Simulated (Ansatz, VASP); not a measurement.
## One calculation of Ga2O3, two programs

```xyz
5
Lattice="3.0839 0.0000 0.0000 -1.5419 2.6707 0.0000 0.0000 0.0000 7.6533" Properties=species:S:1:pos:R:3 pbc="T T T"
Ga    0.0000    1.7805    1.4438
Ga    1.5419    0.8902    6.2095
O     0.0000    0.0000    0.0000
O     0.0000    1.7805    5.4560
O     1.5419    0.8902    2.1972
```

Alike in both runs: task single point; functional PBE; k mesh 9 × 9 × 4; no spin polarisation.

|  | VASP | Ansatz |
| --- | --- | --- |
| version | VASP 6.6.1 | Ansatz 0.2.0 |
| potentials or method | VASP PAW PBE potentials, release 64 (Ga_d, O) | plane waves, PAW |
| plane-wave cutoff (eV) | 520 | 420 |
| occupations | gaussian, width 0.01 eV | fixed |
| valence electrons in the cell | 44 | 44 |

|  | VASP | Ansatz | Ansatz less VASP |
| --- | --- | --- | --- |
| gap on the k mesh at the Fermi level (eV) | 2.13 | 2.15 | +0.020 |
| pressure (GPa) | -7.6 | -8.2 | -0.63 |
| traceless stress, the component that is largest in VASP (GPa) | 2.46 | 2.80 | +0.342 |
| rms of the force components (eV/Å) | 0.188 | 0.200 | +0.0117 |

Atom by atom the forces differ by 0.013 eV/Å (rms over components).
